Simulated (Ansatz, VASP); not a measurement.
Sc2Br in VASP and in Ansatz

```
CELL_PARAMETERS angstrom
-3.83175 3.83175 3.01951
3.83175 -3.83175 3.01951
3.83175 3.83175 -3.01951
ATOMIC_POSITIONS crystal
Sc 0.29946 0.00007 0.29940
Sc 0.70067 0.00007 0.70060
Sc 0.99993 0.70054 0.70060
Sc 0.99993 0.29933 0.29940
Br 0.74449 0.74449 0.00000
Br 0.25551 0.25551 0.00000
```

Alike in both runs: functional PBE; k mesh 4 × 4 × 4; occupations gaussian, width 0.1 eV; no spin polarisation.

Ansatz relaxed the structure, and its values are those at the end. VASP's run is a single point on that final structure, the one shown.

|  | VASP | Ansatz |
| --- | --- | --- |
| version | VASP 6.6.1 | Ansatz 0.2.0 |
| potentials or method | VASP PAW PBE potentials, release 64 (Sc_sv, Br), cutoff 520 eV | scalar-relativistic, plane waves, PAW |
| valence electrons in the cell | 58 | 58 |

```tsv
	VASP	Ansatz	Ansatz less VASP
gap on the k mesh at the Fermi level (eV)	none	none	-
pressure (GPa)	0.0	-0.1	-0.07
rms of the force components (eV/Å)	0.003	0.010	+0.0074
```

A gap of «none» marks a metal or a gap that the smearing closes.
